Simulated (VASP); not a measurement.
# FeNi3 (Fm-3m) in VASP: single point with PBEsol

Aim: the single point of FeNi3 with PBEsol.

Program: VASP 6.6.1. These are calculated values, not measurements. Logs are shortened: lines on timing, memory, paths and dates and some standing lists are left out, and cuts for length are marked.

**1. The cell of the first run**

Symmetry: Fm-3m, No. 225, cubic system. Conventional cell: a = 5.581 Å, b = 5.581 Å, c = 5.581 Å, α = 90.00°, β = 90.00°, γ = 90.00°. Fe (site symmetry m-3m) has 14 Ni at 2.42 to 2.79 Å within 3.2 Å. Within 3.2 Å of Ni (site symmetry -43m) lie 4 Fe at 2.42 Å and 10 Ni at 2.42 to 2.79 Å. Ni (site symmetry m-3m) has 8 Ni at 2.42 Å and 6 Fe at 2.79 Å within 3.2 Å.

**2. Single point, PBEsol, collinear spin, ferromagnetic start**

INCAR reads:

```
PREC = Accurate
ENCUT = 520
EDIFF = 1E-6
ISMEAR = 0
SIGMA = 0.02
LREAL = False
LASPH = True
NELM = 150
ALGO = Normal
ISIF = 2
LWAVE = False
LCHARG = False
ISPIN = 2
MAGMOM = 3.5 1.5 1.5 1.5
LORBIT = 11
LMAXMIX = 4
GGA = PS
NBANDS = 31
```

KPOINTS reads:

```
Automatic mesh
0
Gamma
  4 4 4
```

POSCAR reads:

```
FeNi3
1.0
    0.0000000000      2.7903700000      2.7903700000
    2.7903700000      0.0000000000      2.7903700000
    2.7903700000      2.7903700000      0.0000000000
Fe Ni
1 3
Direct
    0.0000000000      0.0000000000      0.0000000000
    0.7500000000      0.7500000000      0.7500000000
    0.2500000000      0.2500000000      0.2500000000
    0.5000000000      0.5000000000      0.5000000000
```

Potentials or basis: VASP PAW PBE potentials, release 64 (Fe, Ni).

On the command line:

```bash
cat potpaw_PBE.64/Fe/POTCAR potpaw_PBE.64/Ni/POTCAR > POTCAR
mpirun -np 1 vasp_std > vasp.out
```

OUTCAR:

```text
PREC = Accurate
   ENCUT = 520
   EDIFF = 1E-6
   ISMEAR = 0
   LREAL = False
   LASPH = True
   NELM = 150
   ISIF = 2
   ISPIN = 2
   LORBIT = 11
   GGA = PS

 ion  position               nearest neighbor table
   1  0.000  0.000  0.000-   2 2.42   3 2.42   2 2.42   2 2.42   2 2.42   3 2.42   3 2.42   3 2.42
                             4 2.79   4 2.79   4 2.79   4 2.79   4 2.79   4 2.79
   2  0.750  0.750  0.750-   1 2.42   4 2.42   4 2.42   4 2.42   4 2.42   1 2.42   1 2.42   1 2.42
                             3 2.79   3 2.79   3 2.79   3 2.79   3 2.79   3 2.79
   3  0.250  0.250  0.250-   1 2.42   4 2.42   1 2.42   1 2.42   1 2.42   4 2.42   4 2.42   4 2.42
                             2 2.79   2 2.79   2 2.79   2 2.79   2 2.79   2 2.79
   4  0.500  0.500  0.500-   2 2.42   3 2.42   3 2.42   3 2.42   3 2.42   2 2.42   2 2.42   2 2.42
                             1 2.79   1 2.79   1 2.79   1 2.79   1 2.79   1 2.79

  LATTYP: Found a face centered cubic cell.
 ALAT       =     5.5807400000

  Lattice vectors:

 A1 = (   0.0000000000,   2.7903700000,   2.7903700000)
 A2 = (   2.7903700000,   0.0000000000,   2.7903700000)
 A3 = (   2.7903700000,   2.7903700000,   0.0000000000)

Analysis of symmetry for initial positions (statically):
=====================================================================
 Subroutine PRICEL returns:
 Original cell was already a primitive cell.

 Routine SETGRP: Setting up the symmetry group for a
 face centered cubic supercell.

 Subroutine GETGRP returns: Found 48 space group operations
 (whereof 48 operations were pure point group operations)
 out of a pool of 48 trial point group operations.

The static configuration has the point symmetry O_h .

Analysis of symmetry for dynamics (positions and initial velocities):
=====================================================================
 Subroutine PRICEL returns:
 Original cell was already a primitive cell.

 Routine SETGRP: Setting up the symmetry group for a
 face centered cubic supercell.

 Subroutine GETGRP returns: Found 48 space group operations
 (whereof 48 operations were pure point group operations)
 out of a pool of 48 trial point group operations.

The dynamic configuration has the point symmetry O_h .

Analysis of structural, dynamic, and magnetic symmetry:
=====================================================================
 Subroutine PRICEL returns:
 Original cell was already a primitive cell.

 Routine SETGRP: Setting up the symmetry group for a
 face centered cubic supercell.

 Subroutine GETGRP returns: Found 48 space group operations
 (whereof 48 operations were pure point group operations)
 out of a pool of 48 trial point group operations.

The overall configuration has the point symmetry O_h .

 Subroutine INISYM returns: Found 48 space group operations
 (whereof 48 operations are pure point group operations),
 and found     1 'primitive' translations

----------------------------------------------------------------------------------------

                                     Primitive cell

  volume of cell :      43.4526

  direct lattice vectors                    reciprocal lattice vectors
     0.000000000  2.790370000  2.790370000    -0.179187706  0.179187706  0.179187706
     2.790370000  0.000000000  2.790370000     0.179187706 -0.179187706  0.179187706
     2.790370000  2.790370000  0.000000000     0.179187706  0.179187706 -0.179187706

  length of vectors
     3.946179098  3.946179098  3.946179098     0.310362211  0.310362211  0.310362211

  position of ions in fractional coordinates (direct lattice)
     0.000000000  0.000000000  0.000000000
     0.750000000  0.750000000  0.750000000
     0.250000000  0.250000000  0.250000000
     0.500000000  0.500000000  0.500000000

  ion indices of the primitive-cell ions
   primitive index   ion index
                 1           1
                 2           2
                 3           3
                 4           4

----------------------------------------------------------------------------------------

 KPOINTS: Automatic mesh

Automatic generation of k-mesh.
 Grid dimensions read from file:
 generate k-points for:    4    4    4

 Generating k-lattice:

  Cartesian coordinates                     Fractional coordinates (reciprocal lattice)
    -0.044796927  0.044796927  0.044796927     0.250000000  0.000000000  0.000000000
     0.044796927 -0.044796927  0.044796927     0.000000000  0.250000000  0.000000000
     0.044796927  0.044796927 -0.044796927     0.000000000  0.000000000  0.250000000

  Length of vectors
     0.077590553  0.077590553  0.077590553

  Shift w.r.t. Gamma in fractional coordinates (k-lattice)
     0.000000000  0.000000000  0.000000000

 Subroutine IBZKPT returns following result:
 ===========================================

 Found      8 irreducible k-points:

 Following reciprocal coordinates:
            Coordinates               Weight
  0.000000  0.000000  0.000000      1.000000
  0.250000  0.000000  0.000000      8.000000
  0.500000  0.000000  0.000000      4.000000
  0.250000  0.250000  0.000000      6.000000
  0.500000  0.250000  0.000000     24.000000
 -0.250000  0.250000  0.000000     12.000000
  0.500000  0.500000  0.000000      3.000000
 -0.250000  0.500000  0.250000      6.000000
   k-points           NKPTS =      8   k-points in BZ     NKDIM =      8   number of bands    NBANDS=     31
   number of dos      NEDOS =    301   number of ions     NIONS =      4
   total plane-waves  NPLWV =  27000
   dimension x,y,z NGX =    30 NGY =   30 NGZ =   30
   dimension x,y,z NGXF=    60 NGYF=   60 NGZF=   60
   ions per type =               1   3
   NGX,Y,Z   is equivalent  to a cutoff of  12.64, 12.64, 12.64 a.u.
   NGXF,Y,Z  is equivalent  to a cutoff of  25.28, 25.28, 25.28 a.u.
 SYSTEM =  unknown system
   PREC   = accura    normal or accurate (medium, high low for compatibility)
   ISTART =      0    job   : 0-new  1-cont  2-samecut
   ICHARG =      2    charge: 1-file 2-atom 10-const
   ISPIN  =      2    spin polarized calculation?
   LNONCOLLINEAR =      F non collinear calculations
   LSORBIT =      F    spin-orbit coupling
   LASPH  =      T    aspherical Exc in radial PAW
   ENCUT  =  520.0 eV  38.22 Ry    6.18 a.u.   7.34  7.34  7.34*2*pi/ulx,y,z
   NELM   =    150;   NELMIN=  2; NELMDL= -5     # of ELM steps
   EDIFF  = 0.1E-05   stopping-criterion for ELM
   LREAL  =      F    real-space projection
   EDIFFG = 0.1E-04   stopping-criterion for IOM
   NSW    =      0    number of steps for IOM
   IBRION =     -1    ionic relax: 0-MD 1-quasi-New 2-CG
   NFREE  =      0    steps in history (QN), initial steepest desc. (CG)
   ISIF   =      2    stress and relaxation
   ISYM   =      2    0-nonsym 1-usesym 2-fastsym
   POTIM  = 0.5000    time-step for ionic-motion
   TEBEG  =    0.0;   TEEND  =   0.0 temperature during run
   PSTRESS=    0.0 pullay stress
   NELECT =      38.0000    total number of electrons
   NUPDOWN=      -1.0000    fix difference up-down
   EMIN   =  10.00;   EMAX   =-10.00  energy-range for DOS
   EFERMI =   0.00;   METHOD = LEGACY
   ISMEAR =     0;   SIGMA  =   0.02  broadening in eV -4-tet -1-fermi 0-gaus
   EFERMI_NEDOS =   21; number of points for ismear=-14 and -15
   IALGO  =     38    algorithm
   IMIX   =      4    mixing-type and parameters
     AMIX     =   0.40;   BMIX     =  1.00
     AMIX_MAG =   1.60;   BMIX_MAG =  1.00
  volume/ion in A,a.u.               =      10.86        73.31
  Fermi-wavevector in a.u.,A,eV,Ry     =   1.565540  2.958442 33.346740  2.450916
  Thomas-Fermi vector in A             =   2.668001
   LORBIT       =     11    0 simple, 1 ext, 2 COOP (PROOUT), +10 PAW based schemes
   GGA     = PS    functional components
   LHFCALC =     F    Hartree Fock is set to
   AEXX    =    0.0000 exact exchange contribution
   IVDW    =     0    specifies the selected vdW correction
   LEPSILON=     F    determine dielectric tensor
   LRPA    =     F    only Hartree local field effects (RPA)
 spin polarized calculation
 Gauss-broadening in eV      SIGMA  =   0.02
  energy-cutoff  :      520.00
  volume of cell :       43.45
 maximum number of plane-waves:      1211
 NGX is ok and might be reduce to    30
   NGX = 15   NGY = 15   NGZ = 15

 number of electron      38.0000020 magnetization       4.4771241

 Free energy of the ion-electron system (eV)
  ---------------------------------------------------
  ext. energy  EPLUGINS =         0.00000000
  ---------------------------------------------------
  free energy    TOTEN  =       -27.07827699 eV

  energy without entropy =      -27.07656108  energy(sigma->0) =      -27.07741903

 E-fermi :   8.5915     XC(G=0): -13.4608

 val. band max:        8.5753800140   @ k =   0.5000   0.5000   0.0000
 cond. band min:       8.5997399287   @ k =   0.2500   0.2500   0.0000
 fundamental gap:      0.0243599147
 Fermi energy:         8.5915417019

 spin component 1

 k-point     1 :       0.0000    0.0000    0.0000
  band No.  band energies     occupation
      1      -0.6050      1.00000
      2       3.7581      1.00000
      3       3.7581      1.00000
      4       4.8517      1.00000
      5       4.8517      1.00000
      6       4.8517      1.00000
[... 261 lines left out ...]
     30      26.3326      0.00000
     31      26.5719      0.00000
 Fermi energy:         8.5915417019

 spin component 2

 k-point     1 :       0.0000    0.0000    0.0000
  band No.  band energies     occupation
      1      -0.4472      1.00000
      2       4.6830      1.00000
      3       4.6830      1.00000
      4       5.7276      1.00000
      5       5.7276      1.00000
      6       5.7276      1.00000
[... 261 lines left out ...]
     30      26.7907      0.00000
     31      26.8281      0.00000

------------------------ aborting loop because EDIFF is reached ----------------------------------------

  FORCE on cell =-STRESS in cart. coord.  units (eV):
  Direction    XX          YY          ZZ          XY          YZ          ZX
  --------------------------------------------------------------------------------------
  -------------------------------------------------------------------------------------
  Total       -0.8320133     -0.8320133     -0.8320133      0.0000000      0.0000000     -0.0000000
  in kB      -30.6778890    -30.6778890    -30.6778890      0.0000000      0.0000000     -0.0000000
  external PRESSURE =     -30.6778890 kB  Pullay stress =       0.0000000 kB

 VOLUME and BASIS-vectors are now :
 -----------------------------------------------------------------------------
  energy-cutoff  :      520.00
  volume of cell :       43.45
      direct lattice vectors                 reciprocal lattice vectors
     0.000000000  2.790370000  2.790370000    -0.179187706  0.179187706  0.179187706
     2.790370000  0.000000000  2.790370000     0.179187706 -0.179187706  0.179187706
     2.790370000  2.790370000  0.000000000     0.179187706  0.179187706 -0.179187706

 POSITION                                       TOTAL-FORCE (eV/Angst)
 -----------------------------------------------------------------------------------
      0.00000      0.00000      0.00000        -0.000000     -0.000000      0.000000
      4.18555      4.18555      4.18555        -0.000000     -0.000000     -0.000000
      1.39518      1.39518      1.39518         0.000000      0.000000      0.000000
      2.79037      2.79037      2.79037        -0.000000     -0.000000      0.000000
 -----------------------------------------------------------------------------------
    total drift:                                0.000000     -0.000000      0.000000

  FREE ENERGIE OF THE ION-ELECTRON SYSTEM (eV)
  ---------------------------------------------------
  free  energy   TOTEN  =       -27.0782769872 eV

  energy  without entropy=      -27.0765610817  energy(sigma->0) =      -27.07741903

 total charge

# of ion       s       p       d       tot
------------------------------------------
    1        0.477   0.527   6.147   7.151
    2        0.522   0.529   8.335   9.387
    3        0.522   0.529   8.335   9.387
    4        0.496   0.516   8.373   9.386
--------------------------------------------------
tot          2.018   2.102  31.190  35.310

 magnetization (x)

# of ion       s       p       d       tot
------------------------------------------
    1        0.006   0.023   2.774   2.803
    2       -0.000  -0.011   0.717   0.705
    3       -0.000  -0.011   0.717   0.705
    4       -0.019  -0.006   0.243   0.218
--------------------------------------------------
tot         -0.015  -0.005   4.450   4.431
```

It took 38 s on 1 thread of Intel Xeon Platinum 8259CL at 2.50GHz (Skylake/Cascade Lake), shared host; peak memory 0.19 GiB.

Results:

```
Free energy                                           : -27.0783 eV
Pressure                                              : -3.1 GPa
Net moment                                            : 4.48 μB per cell
Site moments                                          : Fe +2.80; Ni +0.70, +0.22 μB
Valence electrons inside the program's atomic spheres : Fe 7.15; Ni 9.39
```

Caveat: the k points lie up to 0.49 Å⁻¹ apart; the PAW data sets were made with another functional, which shifts forces and pressure a little.
